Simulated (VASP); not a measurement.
Here is a VASP 6.6.1 calculation.

File INCAR:

```
  PREC = Accurate
  ENCUT = 520
  EDIFF = 1E-6
  ISMEAR = 0
  SIGMA = 0.15
  LREAL = False
  LASPH = True
  NELM = 60
  ALGO = Fast
  ISIF = 2
  LWAVE = False
  LCHARG = False
  GGA = CA
  NBANDS = 10
```

Contents of KPOINTS:

```
Automatic mesh
0
Gamma
  22 22 22
```

Contents of POSCAR:

```
Ir
1.0
    0.0000000000      1.9015073525      1.7602253562
    1.9015073525      0.0000000000      1.7602253562
    1.9015073525      1.9015073525      0.0000000000
Ir
1
Direct
    0.0000000000      0.0000000000      0.0000000000
```

Potentials or basis: VASP PAW LDA potentials, release 64 (Ir).

The run is started by

```console
$ cat potpaw_LDA.64/Ir/POTCAR > POTCAR
$ mpirun -np 1 vasp_std > vasp.out
```

(1) Predict the pressure.

Results:

(1) 47.0 GPa.
